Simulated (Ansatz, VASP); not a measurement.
**Two plane-wave programs on AlNi**

```
Al Ni
1.0
     2.90981    0.00000    0.00000
     0.00000    2.90981    0.00000
     0.00000    0.00000    2.88100
Al Ni
1 1
Direct
  0.00000 0.00000 0.00000
  0.50000 0.50000 0.50000
```

Alike in both runs: task single point; functional PBE; k mesh 12 × 12 × 12; occupations fermi-dirac, width 0.15 eV; collinear spin.

```csv
,VASP,Ansatz
version,VASP 6.6.1,Ansatz 0.2.0
potentials or method,"VASP PAW PBE potentials, release 64 (Al, Ni), cutoff 520 eV","plane waves, PAW"
valence electrons in the cell,13,21
```

|  | VASP | Ansatz | Ansatz less VASP |
| --- | --- | --- | --- |
| net moment per atom (μB) | 0.00 | 0.00 | 0.000 |

VASP's potentials hold 13 valence electrons a cell and Ansatz's 21, so a difference there can come from the potentials and not from the codes. Ansatz's warnings: seeded moment not kept.
